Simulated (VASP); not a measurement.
A run of VASP 6.6.1:

Contents of INCAR:

```
PREC = Accurate
ENCUT = 520
EDIFF = 1E-6
ISMEAR = 0
SIGMA = 0.1
LREAL = F
LASPH = T
NELM = 100
ALGO = Normal
ISIF = 2
LWAVE = F
LCHARG = F
GGA = PE
NBANDS = 26
```

File KPOINTS:

```
regular mesh
0
Gamma
  10 6 6
```

Contents of POSCAR:

```
Si
1.0
    3.6915290739      0.0000000000      0.0000000000
    0.0000000000      6.1150674189      0.0000000000
    0.0000000000      0.0000000000      6.5963695438
Si
8
Direct
    0.1308624237      0.5655408669      0.1560453105
    0.1308624237      0.9344591331      0.6560453105
    0.6308624237      0.0655408669      0.8439546895
    0.3691375763      0.9344591331      0.1560453105
    0.8691375763      0.0655408669      0.3439546895
    0.8691375763      0.4344591331      0.8439546895
    0.6308624237      0.4344591331      0.3439546895
    0.3691375763      0.5655408669      0.6560453105
```

Potentials or basis: VASP PAW PBE potentials, release 64 (Si).

The run is started by

```console
$ cat potpaw_PBE.64/Si/POTCAR > POTCAR
$ mpirun -np 1 vasp_std > vasp.out
```

Hardware: 1 thread of Intel(R) Xeon(R) 6975P-C (Granite Rapids), with other jobs on the host.

Problem. How long does it take, and how much memory?

Solution. Run time: 100 s on 1 thread of Intel(R) Xeon(R) 6975P-C (Granite Rapids), on a shared host, peak memory 0.4 GiB. Counts: scf iterations 12, k points 96.
